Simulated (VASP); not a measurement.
The system is Ni.

```
Ni
1.0
     0.00000    1.76775    1.76775
     1.76775    0.00000    1.76775
     1.76775    1.76775    0.00000
Ni
1
Direct
  0.00000 0.00000 0.00000
```

Base run:

- Program: VASP 6.6.1
- Functional: PBE
- Potentials or basis: VASP PAW PBE potentials, release 64 (Ni)
- Cutoff: 520 eV
- k mesh: 14 × 14 × 14
- Occupations: gaussian, width 0.1 eV
- Spin: collinear spin, ferromagnetic start
- Starting moments: [0.24] μB
- Fixed moment: 0.24 μB

Its results: pressure -3.7 GPa; site moments Ni +0.25 μB.

Task: After a change of settings the same cell gave: pressure 7.1 GPa; site moments Ni +1.38 μB. Which change was it?
A. fixed moment from 0.24 μB to none; moments at the start from [0.24] to [2.0]
B. fixed moment from 0.24 μB to 1.19 μB; moments at the start from [0.24] to [1.19]
C. fixed moment from 0.24 μB to 1.43 μB; moments at the start from [0.24] to [1.43]
D. fixed moment from 0.24 μB to 1.91 μB; moments at the start from [0.24] to [1.91]

Result: C.

Caveats: the total moment is fixed, so each spin has its own Fermi level.
